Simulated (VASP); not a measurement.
Runs of VASP 6.6.1 on LiCl. The structure is that of space group Fm-3m (No. 225), or close to it. The cells are those of the table. 

| task | cell | cutoff (eV) | gap on the mesh (eV) |
| --- | --- | --- | --- |
| relaxation of cell and atoms | relaxed from a = 3.627 Å, angles 60.0°, 2 atoms | 600 | (b) |
| single point | a = 3.651 Å, angles 60.0°, 2 atoms | 520 | 7.17 |
| single point | a = 3.686 Å, angles 60.0°, 2 atoms | 520 | 7.01 |
| single point | a = 3.615 Å, angles 60.0°, 2 atoms | 520 | 7.36 |
| single point | a = 3.541 Å, angles 60.0°, 2 atoms | 520 | (a) |

Alike in all rows: level r2SCAN; potentials or basis VASP PAW PBE potentials, release 64 (Li_sv, Cl); no spin polarisation; k mesh 8 × 8 × 8; smearing gaussian 0.02 eV.

Question: Fill in the values left out.

Answer: (a) 7.62; (b) 7.46.

A k mesh can miss the band edges.
